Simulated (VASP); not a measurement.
A run of VASP 6.6.1:

The input INCAR:

```
SYSTEM = MgO
PREC = Accurate
ENCUT = 600
EDIFF = 1E-6
ISMEAR = 0
SIGMA = 0.02
LREAL = .False.
LASPH = .True.
NELM = 120
ALGO = Normal
ISIF = 2
LWAVE = .False.
LCHARG = .False.
GGA = PE
NBANDS = 11
GGA_COMPAT = .False.
```

KPOINTS

```
regular mesh
0
Gamma
  10 10 10
  0 0 0
```

Contents of POSCAR:

```
MgO
1.0
    0.0000000000      2.1056360298      2.1056360298
    2.1056360298      0.0000000000      2.1056360298
    2.1056360298      2.1056360298      0.0000000000
Mg O
1 1
Direct
    0.0000000000      0.0000000000      0.0000000000
    0.5000000000      0.5000000000      0.5000000000
```

Potentials or basis: VASP PAW PBE potentials, release 64 (Mg, O).

The run is started by

```bash
$ cat potpaw_PBE.64/Mg/POTCAR potpaw_PBE.64/O/POTCAR > POTCAR
$ mpirun -np 1 vasp_std > vasp.out
```

Hardware: 1 thread of AMD EPYC 7R43 64-Core Processor (Zen 3) (shared host).

How long does it take, and how much memory?

Run time: 13 s on 1 thread of AMD EPYC 7R43 64-Core Processor (Zen 3) (shared host), peak memory 0.11 GiB. Counts: scf iterations 12, k points 47.
